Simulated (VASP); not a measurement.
Write the native input for VASP 6.6.1 that does the following.

- Task: single point
- Functional: PBE
- Potentials or basis: VASP PAW PBE potentials, release 64 (Gd, N)
- Cutoff: 520 eV
- k mesh: 10 × 10 × 10
- Occupations: gaussian, width 0.05 eV
- Spin: collinear spin
- Starting moments: [7.63, -0.16] μB
- Hubbard terms: Gd f U = 6.0 eV
- Dipole correction: no
- Further INCAR settings: ALGO = Normal; EDIFF = 1e-07; NBANDS = 22

The structure of GdN lies in POSCAR:

```
GdN
1.0
    0.0000000000      2.5028282330      2.5028282330
    2.5028282330      0.0000000000      2.5028282330
    2.5028282330      2.5028282330      0.0000000000
Gd N
1 1
Direct
    0.0000000000      0.0000000000      0.0000000000
    0.5000000000      0.5000000000      0.5000000000
```

The input as run:

INCAR

```
SYSTEM = GdN
ALGO     = Normal         ! electronic algorithm
EDIFF    = 1E-7           ! SCF threshold, eV
ENCUT    = 520            ! plane-wave cutoff, eV
GGA      = PE             ! functional
ISIF     = 2              ! what is computed and relaxed
ISMEAR   = 0              ! smearing method
ISPIN    = 2              ! spin polarisation
LASPH    = .True.         ! aspherical terms in the spheres
LCHARG   = .False.        ! write CHGCAR
LDAU     = .True.         ! DFT+U
LDAUJ    = 0 0          
LDAUL    = 3 -1           ! shell
LDAUPRINT= 1            
LDAUTYPE = 2            
LDAUU    = 6 0            ! U, eV
LMAXMIX  = 6              ! l up to which the mixer works
LORBIT   = 11             ! projections on sites
LREAL    = .False.        ! projectors in reciprocal space
LWAVE    = .False.        ! write WAVECAR
MAGMOM   = 7.63 -0.16     ! initial moments
NBANDS   = 22             ! bands
NELM     = 150            ! most SCF steps
PREC     = Accurate       ! precision mode
SIGMA    = 0.05           ! smearing width, eV
```

KPOINTS

```
k-points
0
Gamma
  10 10 10
  0 0 0
```

Potentials or basis: VASP PAW PBE potentials, release 64 (Gd, N).

Run with:

```bash
$ cat potpaw_PBE.64/Gd/POTCAR potpaw_PBE.64/N/POTCAR > POTCAR
$ mpirun -np 1 vasp_std > vasp.out
```

Results of the run:

```yaml
Pressure: 0.0 GPa
Band_gap_on_the_k_mesh: zero (filled and empty bands overlap)
Net_moment: 7.00 μB per cell
Site_moments: Gd +6.87; N -0.11 μB
Valence_electrons_inside_the_program's_atomic_spheres: Gd 15.21; N 3.63
```

Caveat: spin-orbit coupling is left out, which moves the levels of the heavy elements; a cell with one magnetic atom can't hold antiferromagnetic order, which such compounds often take.

Wall time 3.9 min on 1 thread of Intel Xeon 8259CL, on a shared host, peak memory 0.22 GiB.
